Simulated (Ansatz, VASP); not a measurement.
# One calculation of MgO, two programs

```
Mg O
1.0
     0.00000    2.10220    2.10220
     2.10220    0.00000    2.10220
     2.10220    2.10220    0.00000
Mg O
1 1
Direct
  0.00000 0.00000 0.00000
  0.50000 0.50000 0.50000
```

Alike in both runs: functional r2SCAN; k mesh 10 × 10 × 10; occupations gaussian, width 0.02 eV; no spin polarisation.

Ansatz relaxed the structure, and its values are those at the end. VASP's run is a single point on that final structure, the one shown.

```csv
,VASP,Ansatz
version,VASP 6.6.1,Ansatz 0.2.0
potentials or method,"VASP PAW PBE potentials, release 64 (Mg, O), cutoff 520 eV","scalar-relativistic, plane waves, PAW"
valence electrons in the cell,8,16
```

|  | VASP | Ansatz | Ansatz less VASP |
| --- | --- | --- | --- |
| gap on the k mesh at the Fermi level (eV) | 5.66 | 5.68 | +0.025 |
| least direct gap on the mesh (eV) | 5.66 | 5.68 | +0.025 |
| pressure (GPa) | -1.1 | 0.0 | +1.15 |

VASP's potentials were made for PBE, not for r2SCAN. VASP's potentials hold 8 valence electrons a cell and Ansatz's 16, so a difference there can come from the potentials and not from the codes.
